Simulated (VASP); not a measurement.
Input of a VASP 6.6.1 run:

File INCAR:

```
SYSTEM = Be2AlI
PREC = Accurate
ENCUT = 520
EDIFF = 1E-6
ISMEAR = 0
SIGMA = 0.1
LREAL = .FALSE.
LASPH = .TRUE.
NELM = 100
ALGO = Normal
ISIF = 2
LWAVE = .FALSE.
LCHARG = .FALSE.
GGA = PE
NBANDS = 15
```

Contents of KPOINTS:

```
regular mesh
0
G
  12 12 8
  0 0 0
```

The input POSCAR:

```
Be2AlI
1.0
    4.4691660086      0.0000000000      0.0000000000
   -2.2345830043      3.8704112972      0.0000000000
    0.0000000000      0.0000000000      6.2312411044
Be Al I
2 1 1
Direct
    0.3333333333      0.6666666667      0.5000000000
    0.6666666667      0.3333333333      0.5000000000
    0.0000000000      0.0000000000      0.0000000000
    0.0000000000      0.0000000000      0.5000000000
```

Potentials or basis: VASP PAW PBE potentials, release 64 (Be, Al, I).

The run is started by

```console
$ cat potpaw_PBE.64/Be/POTCAR potpaw_PBE.64/Al/POTCAR potpaw_PBE.64/I/POTCAR > POTCAR
$ mpirun -np 1 vasp_std > vasp.out
```

**Question.** Estimate the pressure.

**Answer.** 0.0 GPa.

**Question.** Estimate the band gap on the k mesh.

**Answer.** Zero (band 7 reaches 4.02 eV, above the bottom of band 8 at 2.63 eV).

Caveat: spin-orbit coupling is left out, which moves the levels of the heavy elements.
